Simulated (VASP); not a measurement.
# Ti (Fm-3m) in VASP: a series of runs

The runs below take Ti through single point, relaxation of cell and atoms, with PBE+D3(BJ).

Everything below comes from runs of VASP 6.6.1. Logs are shortened: lines on timing, memory, paths and dates and some standing lists are left out, and cuts for length are marked.

### Step 1. The cell of the first run

Symmetry: Fm-3m, No. 225, cubic system. Conventional cell: a = 4.038 Å, b = 4.038 Å, c = 4.038 Å, α = 90.00°, β = 90.00°, γ = 90.00°. Ti (site symmetry m-3m) has 12 Ti at 2.86 Å within 3.8 Å.

### Step 2. Single point, PBE+D3(BJ)

Contents of INCAR:

```
SYSTEM = Ti
PREC = Accurate
ENCUT = 520
EDIFF = 1E-6
ISMEAR = 0
SIGMA = 0.1
LREAL = .FALSE.
LASPH = .TRUE.
NELM = 60
ALGO = Fast
ISIF = 2
LWAVE = .FALSE.
LCHARG = .TRUE.
GGA = PE
IVDW = 12
LELF = .TRUE.
LVHAR = .TRUE.
NBANDS = 12
```

Contents of KPOINTS:

```
Automatic mesh
0
G
  18 18 18
  0 0 0
```

Contents of POSCAR:

```
Ti
1.0
    0.0000000000      2.0188885029      2.0188885029
    2.0188885029      0.0000000000      2.0188885029
    2.0188885029      2.0188885029      0.0000000000
Ti
1
Direct
    0.0000000000      0.0000000000      0.0000000000
```

Potentials or basis: VASP PAW PBE potentials, release 64 (Ti_sv).

The run is started by

```
> cat potpaw_PBE.64/Ti_sv/POTCAR > POTCAR
> mpirun -np 1 vasp_std > vasp.out
```

OUTCAR:

```text
SYSTEM = Ti
   PREC = Accurate
   ENCUT = 520
   EDIFF = 1E-6
   ISMEAR = 0
   LREAL = .FALSE.
   LASPH = .TRUE.
   NELM = 60
   ISIF = 2
   GGA = PE
   IVDW = 12
 IVDW          = 12

 ion  position               nearest neighbor table
   1  0.000  0.000  0.000-

  LATTYP: Found a face centered cubic cell.
 ALAT       =     4.0377770058

  Lattice vectors:

 A1 = (   0.0000000000,   2.0188885029,   2.0188885029)
 A2 = (   2.0188885029,   0.0000000000,   2.0188885029)
 A3 = (   2.0188885029,   2.0188885029,   0.0000000000)

Analysis of symmetry for initial positions (statically):
[... 33 lines left out ...]
                                     Primitive cell

  volume of cell :      16.4576

  direct lattice vectors                    reciprocal lattice vectors
     0.000000000  2.018888503  2.018888503    -0.247661027  0.247661027  0.247661027
     2.018888503  0.000000000  2.018888503     0.247661027 -0.247661027  0.247661027
     2.018888503  2.018888503  0.000000000     0.247661027  0.247661027 -0.247661027

  length of vectors
     2.855139502  2.855139502  2.855139502     0.428961482  0.428961482  0.428961482

  position of ions in fractional coordinates (direct lattice)
     0.000000000  0.000000000  0.000000000

  ion indices of the primitive-cell ions
   primitive index   ion index
                 1           1

----------------------------------------------------------------------------------------

 KPOINTS: Automatic mesh

Automatic generation of k-mesh.
 Grid dimensions read from file:
 generate k-points for:   18   18   18

 Generating k-lattice:

  Cartesian coordinates                     Fractional coordinates (reciprocal lattice)
    -0.013758946  0.013758946  0.013758946     0.055555556  0.000000000  0.000000000
     0.013758946 -0.013758946  0.013758946     0.000000000  0.055555556  0.000000000
     0.013758946  0.013758946 -0.013758946     0.000000000  0.000000000  0.055555556

  Length of vectors
     0.023831193  0.023831193  0.023831193

  Shift w.r.t. Gamma in fractional coordinates (k-lattice)
     0.000000000  0.000000000  0.000000000

 Subroutine IBZKPT returns following result:
 ===========================================

 Found    195 irreducible k-points:

 Following reciprocal coordinates:
            Coordinates               Weight
  0.000000  0.000000  0.000000      1.000000
  0.055556  0.000000  0.000000      8.000000
  0.111111  0.000000  0.000000      8.000000
  0.166667  0.000000  0.000000      8.000000
  0.222222  0.000000  0.000000      8.000000
  0.277778  0.000000  0.000000      8.000000
[... 16 lines left out ...]
 -0.277778  0.055556  0.000000     24.000000
 -0.222222  0.055556  0.000000     24.000000
 [... further k-points ...]
   k-points           NKPTS =    195   k-points in BZ     NKDIM =    195   number of bands    NBANDS=     12
   number of dos      NEDOS =    301   number of ions     NIONS =      1
   total plane-waves  NPLWV =  13824
   dimension x,y,z NGX =    24 NGY =   24 NGZ =   24
   dimension x,y,z NGXF=    48 NGYF=   48 NGZF=   48
   ions per type =               1
   NGX,Y,Z   is equivalent  to a cutoff of  13.97, 13.97, 13.97 a.u.
   NGXF,Y,Z  is equivalent  to a cutoff of  27.95, 27.95, 27.95 a.u.
 SYSTEM =  Ti
   PREC   = accura    normal or accurate (medium, high low for compatibility)
   ISTART =      0    job   : 0-new  1-cont  2-samecut
   ICHARG =      2    charge: 1-file 2-atom 10-const
   ISPIN  =      1    spin polarized calculation?
   LNONCOLLINEAR =      F non collinear calculations
   LSORBIT =      F    spin-orbit coupling
   LASPH  =      T    aspherical Exc in radial PAW
   ENCUT  =  520.0 eV  38.22 Ry    6.18 a.u.   5.31  5.31  5.31*2*pi/ulx,y,z
   NELM   =     60;   NELMIN=  2; NELMDL= -5     # of ELM steps
   EDIFF  = 0.1E-05   stopping-criterion for ELM
   LREAL  =      F    real-space projection
   EDIFFG = 0.1E-04   stopping-criterion for IOM
   NSW    =      0    number of steps for IOM
   IBRION =     -1    ionic relax: 0-MD 1-quasi-New 2-CG
   NFREE  =      0    steps in history (QN), initial steepest desc. (CG)
   ISIF   =      2    stress and relaxation
   ISYM   =      2    0-nonsym 1-usesym 2-fastsym
   POTIM  = 0.5000    time-step for ionic-motion
   TEBEG  =    0.0;   TEEND  =   0.0 temperature during run
   PSTRESS=    0.0 pullay stress
   NELECT =      12.0000    total number of electrons
   NUPDOWN=      -1.0000    fix difference up-down
   EMIN   =  10.00;   EMAX   =-10.00  energy-range for DOS
   EFERMI =   0.00;   METHOD = LEGACY
   ISMEAR =     0;   SIGMA  =   0.10  broadening in eV -4-tet -1-fermi 0-gaus
   EFERMI_NEDOS =   21; number of points for ismear=-14 and -15
   IALGO  =     68    algorithm
   IMIX   =      4    mixing-type and parameters
     AMIX     =   0.40;   BMIX     =  1.00
     AMIX_MAG =   1.60;   BMIX_MAG =  1.00
  volume/ion in A,a.u.               =      16.46       111.06
  Fermi-wavevector in a.u.,A,eV,Ry     =   1.473487  2.784486 29.540470  2.171163
  Thomas-Fermi vector in A             =   2.588374
   LORBIT       =      0    0 simple, 1 ext, 2 COOP (PROOUT), +10 PAW based schemes
   GGA     = PE    functional components
   LHFCALC =     F    Hartree Fock is set to
   AEXX    =    0.0000 exact exchange contribution
   IVDW    =    12    specifies the selected vdW correction
   LEPSILON=     F    determine dielectric tensor
   LRPA    =     F    only Hartree local field effects (RPA)
 non-spin polarized calculation
 RMM-DIIS sequential band-by-band and
 Gauss-broadening in eV      SIGMA  =   0.10
  energy-cutoff  :      520.00
  volume of cell :       16.46
 maximum number of plane-waves:       459
 NGX is ok and might be reduce to    24
   NGX = 11   NGY = 11   NGZ = 11

 number of electron      12.0000001 magnetization

 Free energy of the ion-electron system (eV)
  ---------------------------------------------------
  ext. energy  EPLUGINS =         0.00000000
  ---------------------------------------------------
  free energy    TOTEN  =        -7.76560448 eV

  energy without entropy =       -7.75724110  energy(sigma->0) =       -7.76142279

 E-fermi :   8.8081     XC(G=0): -11.7542

 val. band max:        8.8062335067   @ k =  -0.3333   0.3333   0.1111
 cond. band min:       8.8111718435   @ k =  -0.1111   0.1667   0.0556
 fundamental gap:      0.0049383368
 Fermi energy:         8.8081407980

 k-point     1 :       0.0000    0.0000    0.0000
  band No.  band energies     occupation
      1     -47.8133      2.00000
      2     -23.6052      2.00000
      3     -23.6052      2.00000
      4     -23.6052      2.00000
      5       2.5836      2.00000
      6       9.7139      0.00000
      7       9.7139      0.00000
      8       9.7139      0.00000
      9      11.4692      0.00000
     10      11.4692      0.00000
     11      24.3516      0.00000
     12      29.0945      0.00000

 k-point     2 :       0.0556    0.0000    0.0000
  band No.  band energies     occupation
      1     -47.8087      2.00000
      2     -23.6301      2.00000
      3     -23.6082      2.00000
      4     -23.6082      2.00000
      5       2.6891      2.00000
      6       9.6468      0.00000
      7       9.7530      0.00000
      8       9.7530      0.00000
      9      11.4430      0.00000
     10      11.4430      0.00000
     11      24.4512      0.00000
     12      28.2600      0.00000

 k-point     3 :       0.1111    0.0000    0.0000
  band No.  band energies     occupation
      1     -47.7957      2.00000
      2     -23.7017      2.00000
      3     -23.6171      2.00000
      4     -23.6171      2.00000
      5       2.9978      2.00000
      6       9.4642      0.00000
      7       9.8547      0.00000
      8       9.8547      0.00000
      9      11.3840      0.00000
     10      11.3840      0.00000
     11      24.6542      0.00000
     12      26.7368      0.00000

 k-point     4 :       0.1667    0.0000    0.0000
  band No.  band energies     occupation
      1     -47.7757      2.00000
      2     -23.8103      2.00000
      3     -23.6306      2.00000
      4     -23.6306      2.00000
      5       3.4854      2.00000
      6       9.2161      0.00000
      7       9.9668      0.00000
      8       9.9668      0.00000
      9      11.3537      0.00000
     10      11.3537      0.00000
     11      24.3993      0.00000
     12      25.5944      0.00000

 k-point     5 :       0.2222    0.0000    0.0000
  band No.  band energies     occupation
      1     -47.7510      2.00000
      2     -23.9418      2.00000
      3     -23.6471      2.00000
      4     -23.6471      2.00000
      5       4.1064      2.00000
      6       8.9712      0.02109
      7      10.0078      0.00000
      8      10.0078      0.00000
      9      11.4410      0.00000
     10      11.4410      0.00000
     11      23.0709      0.00000
     12      25.3254      0.00000
[... 228 lines left out ...]
      1     -47.6719      2.00000
      2     -24.3305      2.00000
      3     -23.7211      2.00000
      4     -23.6952      2.00000
      5       6.0016      2.00000
      6       9.0626      0.00032
      7       9.6231      0.00000
      8       9.7188      0.00000
      9      12.2585      0.00000
     10      12.6714      0.00000
     11      18.4804      0.00000
     12      23.9288      0.00000

 k-point    22 :      -0.3333    0.0556    0.0000
  band No.  band energies     occupation
      1     -47.6899      2.00000
      2     -24.2408      2.00000
      3     -23.7117      2.00000
      4     -23.6802      2.00000
      5       5.6485      2.00000
      6       8.8140      0.93415
      7       9.7140      0.00000
      8       9.8293      0.00000
      9      11.9102      0.00000
     10      12.3983      0.00000
     11      19.6848      0.00000
     12      24.3168      0.00000

 k-point    23 :      -0.2778    0.0556    0.0000
  band No.  band energies     occupation
      1     -47.7134      2.00000
      2     -24.1229      2.00000
      3     -23.6970      2.00000
      4     -23.6626      2.00000
      5       5.0831      2.00000
      6       8.7399      1.66515
      7       9.8479      0.00000
      8       9.9637      0.00000
      9      11.5437      0.00000
     10      12.0724      0.00000
     11      21.1068      0.00000
     12      24.7762      0.00000

 k-point    24 :      -0.2222    0.0556    0.0000
  band No.  band energies     occupation
      1     -47.7392      2.00000
      2     -23.9903      2.00000
      3     -23.6789      2.00000
      4     -23.6447      2.00000
      5       4.4125      2.00000
      6       8.8537      0.51971
      7       9.9598      0.00000
      8      10.0657      0.00000
      9      11.2531      0.00000
     10      11.7730      0.00000
     11      22.6178      0.00000
     12      25.1599      0.00000

 [... further k-points ...]

------------------------ aborting loop because EDIFF is reached ----------------------------------------

 Edisp (eV)   -0.63647

 E8    (eV) :    -0.3023

  FORCE on cell =-STRESS in cart. coord.  units (eV):
  Direction    XX          YY          ZZ          XY          YZ          ZX
  --------------------------------------------------------------------------------------
  -------------------------------------------------------------------------------------
  Total      -0.04158    -0.04158    -0.04158    -0.00000    -0.00000    -0.00000
  in kB      -4.04744    -4.04744    -4.04744    -0.00000    -0.00000    -0.00000
  external pressure =       -4.05 kB  Pullay stress =        0.00 kB

 VOLUME and BASIS-vectors are now :
 -----------------------------------------------------------------------------
  energy-cutoff  :      520.00
  volume of cell :       16.46
      direct lattice vectors                 reciprocal lattice vectors
     0.000000000  2.018888503  2.018888503    -0.247661027  0.247661027  0.247661027
     2.018888503  0.000000000  2.018888503     0.247661027 -0.247661027  0.247661027
     2.018888503  2.018888503  0.000000000     0.247661027  0.247661027 -0.247661027

 POSITION                                       TOTAL-FORCE (eV/Angst)
 -----------------------------------------------------------------------------------
      0.00000      0.00000      0.00000         0.000000      0.000000      0.000000
 -----------------------------------------------------------------------------------
    total drift:                                0.000000      0.000000     -0.000000

  FREE ENERGIE OF THE ION-ELECTRON SYSTEM (eV)
  ---------------------------------------------------
  free  energy   TOTEN  =        -8.4020702915 eV

  energy  without entropy=       -8.3937069084  energy(sigma->0) =       -8.39788860
```

Wall time 33 s (1 thread of Intel Xeon Platinum 8488C (Sapphire Rapids), shared host); peak memory 0.17 GiB.

Results:

```
Free energy                : -8.4021 eV
Pressure                   : -0.4 GPa
Band gap on the k mesh     : zero (band 6 reaches 9.71 eV, above the bottom of band 7 at 8.35 eV)
Dispersion energy per atom : -0.636 eV
```

Caveat: pairwise dispersion overbinds metals, which lowers pressure and volume.

### Step 3. Relaxation of cell and atoms, PBE+D3(BJ)

This run uses another cell than the first one, of 16.73 Å³/atom, 1.017 times its volume.

Contents of INCAR:

```
  ALGO = Normal
  EDIFF = 1E-6
  EDIFFG = -0.005
  ENCUT = 600
  GGA = PE
  IBRION = 2
  ISIF = 3
  ISMEAR = 0
  IVDW = 12
  LASPH = T
  LCHARG = F
  LREAL = F
  LWAVE = F
  NELM = 60
  NSW = 100
  PREC = Accurate
  SIGMA = 0.1
```

Contents of KPOINTS:

```
k-points
0
Gamma
  18 18 18
```

Contents of POSCAR:

```
Ti
1.0
    0.0000000000      2.0300000000      2.0300000000
    2.0300000000      0.0000000000      2.0300000000
    2.0300000000      2.0300000000      0.0000000000
Ti
1
Direct
    0.0000000000      0.0000000000      0.0000000000
```

Potentials or basis: VASP PAW PBE potentials, release 64 (Ti_sv).

The run is started by

```
> cat potpaw_PBE.64/Ti_sv/POTCAR > POTCAR
> mpirun -np 1 vasp_std > vasp.out
```

Run time: 35 s. Hardware: 1 thread of Intel Xeon Platinum 8488C (Sapphire Rapids), shared host; peak memory 0.18 GiB.

The run converged. Its results:

```
Free energy                            : -8.4020 eV
Relaxed volume                         : 16.40 Å³/atom
Relaxed cell                           : a = 2.852 Å, b = 2.852 Å, c = 2.852 Å, α = 60.00°, β = 60.00°, γ = 60.00°
Space group after relaxing (to 0.05 Å) : Fm-3m (No. 225)
Energy gained by relaxing              : 2.3 meV/atom
Ionic steps                            : 3
Pressure after relaxing                : 0.0 GPa
Band gap on the k mesh                 : zero (band 6 reaches 9.75 eV, above the bottom of band 7 at 8.39 eV)
Dispersion energy per atom             : -0.639 eV
```

Step by step:
| step | energy change (eV) | largest force (eV/Å) | pressure (GPa) | volume (Å³) |
| --- | --- | --- | --- | --- |
| 1 | 0.0000 | 0.0000 | -2.18 | 16.73 |
| 2 | -0.0012 | 0.0000 | 1.53 | 16.19 |
| 3 | -0.0023 | 0.0000 | -0.02 | 16.40 |

Final structure:
```yaml
crystal:
  lattice:
    - [0.00000, 2.01670, 2.01670]
    - [2.01670, 0.00000, 2.01670]
    - [2.01670, 2.01670, 0.00000]
  atoms:
    - { symbol: Ti, position: [0.00000, 0.00000, 0.00000] }
```

Levels at points of the mesh, in eV from the Fermi level:
```tsv
k point	band 4	band 5	band 6	band 7	band 8	band 9
(0.00, 0.00, 0.00)	-32.40	-6.23	0.91	0.91	0.91	2.67
(0.50, 0.00, 0.00)	-32.51	-2.72	0.78	0.78	0.78	3.83
(0.50, 0.50, 0.00)	-32.68	-2.78	-1.87	3.11	3.82	4.13
```

Caveat: pairwise dispersion overbinds metals, which lowers pressure and volume.

### Step 4. Single point, PBE+D3(BJ)

This run uses another cell than the first one, of 16.73 Å³/atom, 1.017 times its volume.

Contents of INCAR:

```
SYSTEM = Ti
PREC = Accurate
ENCUT = 500
EDIFF = 1E-6
ISMEAR = 0
SIGMA = 0.1
LREAL = .FALSE.
LASPH = .TRUE.
NELM = 120
ALGO = Normal
ISIF = 2
LWAVE = .FALSE.
LCHARG = .FALSE.
GGA = PE
IVDW = 12
NBANDS = 12
GGA_COMPAT = .FALSE.
```

Contents of KPOINTS:

```
regular mesh
0
G
  8 8 8
  0 0 0
```

POSCAR is that of step 3.

The run is started by

```
> cat potpaw_PBE.64/Ti_sv/POTCAR > POTCAR
> mpirun -np 1 vasp_std > vasp.out
```

Wall time 7.2 s (1 thread of Intel Xeon 8259CL, shared host); peak memory 0.15 GiB.

Results (log left out):

```yaml
Free_energy: -8.3951 eV
Pressure: -2.2 GPa
Band_gap_on_the_k_mesh: zero (band 6 reaches 9.51 eV, above the bottom of band 7 at 8.22 eV)
Dispersion_energy_per_atom: -0.626 eV
```

Levels at points of the mesh, in eV from the Fermi level:
```
           k point  band 3  band 4  band 5  band 6  band 7  band 8  band 9  band 10
(0.00, 0.00, 0.00)  -32.50  -32.50   -6.21    0.86    0.86    0.86    2.58     2.58
(0.50, 0.00, 0.00)  -32.60  -32.60   -2.70    0.70    0.74    0.74    3.70     3.70
(0.50, 0.50, 0.00)  -32.76  -32.76   -2.73   -1.85    2.99    3.70    3.99     3.99
```

Caveat: pairwise dispersion overbinds metals, which lowers pressure and volume.

### Step 5. The runs side by side

| task | cell | k mesh | cutoff (eV) | gap on the mesh (eV) | pressure (GPa) |
| --- | --- | --- | --- | --- | --- |
| single point | a = 2.855 Å, angles 60.0°, 1 atom | 18 × 18 × 18 | 520 | none | -0.4 |
| relaxation of cell and atoms | relaxed from a = 2.871 Å, angles 60.0°, 1 atom | 18 × 18 × 18 | 600 | none | 0.0 |
| single point | a = 2.871 Å, angles 60.0°, 1 atom | 8 × 8 × 8 | 500 | none | -2.2 |

Alike in all rows: level PBE+D3(BJ); potentials or basis VASP PAW PBE potentials, release 64 (Ti_sv); no spin polarisation; smearing gaussian 0.1 eV.

Caveats: pairwise dispersion overbinds metals, which lowers pressure and volume.

Total energies depend on the potentials used, so only differences within one code and one set of settings carry meaning.
